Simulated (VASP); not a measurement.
Write the native input for VASP 6.6.1 that does the following.

| Quantity | Value |
| --- | --- |
| Task | single point |
| Functional | PBEsol |
| Potentials or basis | VASP PAW PBE potentials, release 64 (Cs_sv) |
| Cutoff | 520 eV |
| k mesh | 12 × 12 × 12 |
| Occupations | gaussian, width 0.15 eV |
| Spin | no spin polarisation |
| Dipole correction | no |
| Further INCAR settings | ALGO = Fast; EDIFF = 1e-06; NBANDS = 10 |

The structure of Cs lies in POSCAR:

```
Cs
1.0
   -3.0225000000      2.9620500000      3.0225000000
    3.0225000000     -2.9620500000      3.0225000000
    3.0225000000      2.9620500000     -3.0225000000
Cs
1
Direct
    0.0000000000      0.0000000000      0.0000000000
```

This cell differs from its parent crystal: strain -0.0200 x Voigt [0, 1, 0, 0, 0, 0].

These files were run (other wordings do the same):

INCAR

```
SYSTEM = Cs
PREC = Accurate
ENCUT = 520
EDIFF = 1E-6
ISMEAR = 0
SIGMA = 0.15
LREAL = .FALSE.
LASPH = .TRUE.
NELM = 100
ALGO = Fast
ISIF = 2
LWAVE = .FALSE.
LCHARG = .FALSE.
GGA = PS
NBANDS = 10
```

KPOINTS

```
regular mesh
0
G
  12 12 12
  0 0 0
```

Potentials or basis: VASP PAW PBE potentials, release 64 (Cs_sv).

Launch:

```sh
$ cat potpaw_PBE.64/Cs_sv/POTCAR > POTCAR
$ mpirun -np 1 vasp_std > vasp.out
```

Results of the run:

- Pressure: 0.0 GPa
- Band gap on the k mesh: zero (an odd number of electrons rules out a gap without spin polarisation)

Caveat: the cell differs from its parent crystal (strain -0.0200 x Voigt [0, 1, 0, 0, 0, 0]); the PAW data sets were made with another functional, which shifts forces and pressure a little; spin-orbit coupling is left out, which moves the levels of the heavy elements.

It took 96 s on 1 thread of AMD EPYC 9R14 (Zen 4), on a shared host, peak memory 0.31 GiB.
